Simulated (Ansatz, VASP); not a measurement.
# Pd: VASP beside Ansatz

INCAR

```
AGGAC = 1.0
AGGAX = 1.0
ALDAC = 0.0
ALDAX = 1.0
ALGO = Normal
EDIFF = 1E-7
EDIFFG = -0.01
ENCUT = 500
GGA = B5
GGA_COMPAT = False
IBRION = 2
ISIF = 3
ISMEAR = -1
ISPIN = 2
LASPH = True
LCHARG = False
LMAXMIX = 4
LORBIT = 11
LREAL = False
LWAVE = False
MAGMOM = 0.5 0.5
NELM = 200
NELMIN = 4
NSW = 80
PREC = Accurate
SIGMA = 0.05
```

KPOINTS

```
k-points
0
Gamma
  10 10 10
```

The input POSCAR:

```
Pd
1.0
    0.0000000000      2.7082278367      2.7082278367
    2.7082278367      0.0000000000      2.7082278367
    2.7082278367      2.7082278367      0.0000000000
Pd
2
Direct
    0.1250000000      0.1250000000      0.1250000000
    0.8750000000      0.8750000000      0.8750000000
```

Input for Ansatz:

```yaml
crystal:
  lattice:
    - [0.0, 2.7082278367, 2.7082278367]
    - [2.7082278367, 0.0, 2.7082278367]
    - [2.7082278367, 2.7082278367, 0.0]
  atoms:
    - { symbol: Pd, position: [0.125, 0.125, 0.125], spin: 0.5 }
    - { symbol: Pd, position: [0.875, 0.875, 0.875], spin: 0.5 }
hamiltonian:
  xc: blyp
  pseudopotentials:
    kind: paw
    azcp:
      Pd: "pseudopotentials/Pd.paw.azcp"
basis:
  ecutwfc: 420
  fft_grid_basis: typed
kpoints:
  mp_grid: { grid: [10, 10, 10], shift: [0, 0, 0] }
magnetization:
  spin_polarized: true
scf:
  occupations: { method: fermi_dirac, width: 0.05 }
relax:
  max_steps: 60
  f_tol: 0.01
  cell: {}
output:
  write_density: true
  write_potential: true
  elf: true
  volumetric_format: npy
```

Alike in both runs: task relaxation of cell and atoms; functional BLYP; k mesh 10 × 10 × 10; occupations fermi-dirac, width 0.05 eV; collinear spin.

|  | VASP | Ansatz |
| --- | --- | --- |
| version | VASP 6.6.1 | Ansatz 0.2.0 |
| potentials or method | VASP PAW PBE potentials, release 64 (Pd), cutoff 500 eV | plane waves (420 eV) with PAW, scalar-relativistic |
| valence electrons in the cell | 20 | 36 |

VASP gave:

- net moment per atom (μB): 0.44
- size of the moment on the site where the two differ most (μB): 0.43
- relaxed volume (Å³/atom): 26.02
- relaxed cell length with the largest relative difference (Å): 4.190

**Question.** Which values does Ansatz return?

**Answer.** net moment per atom (μB): 0.44; size of the moment on the site where the two differ most (μB): 0.43; relaxed volume (Å³/atom): 26.06; relaxed cell length with the largest relative difference (Å): 4.193.

VASP's potentials were made for PBE, not for BLYP. Site moments also hang on the region over which each program counts them. VASP's potentials hold 20 valence electrons a cell and Ansatz's 36, so a difference there can come from the potentials and not from the codes.

Noted on VASP's run: the volume moved by over 15 % at a fixed basis, so the end points are rough.
